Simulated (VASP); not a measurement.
Here is a VASP 6.6.1 calculation.

INCAR

```
PREC = Accurate
ENCUT = 520
EDIFF = 1E-6
ISMEAR = 0
SIGMA = 0.15
LREAL = False
LASPH = True
NELM = 80
ALGO = Fast
ISIF = 2
LWAVE = False
LCHARG = True
GGA = PS
LELF = True
LVHAR = True
NBANDS = 12
```

File KPOINTS:

```
Automatic mesh
0
Gamma
  20 20 20
```

File POSCAR:

```
Au
1.0
   -1.7069870700      1.7069870700      1.6821280350
    1.7069870700     -1.7069870700      1.6821280350
    1.7069870700      1.7069870700     -1.6821280350
Au
1
Direct
    0.0000000000      0.0000000000      0.0000000000
```

Potentials or basis: VASP PAW PBE potentials, release 64 (Au).

The run is started by

```bash
$ cat potpaw_PBE.64/Au/POTCAR > POTCAR
$ mpirun -np 1 vasp_std > vasp.out
```

(1) Predict the pressure.

## Answers

(1) -16.1 GPa.

Caveat: the cell differs from its parent crystal (strain +0.030 along x and y, +0.015 along z); the PAW data sets were made with another functional, which shifts forces and pressure a little.
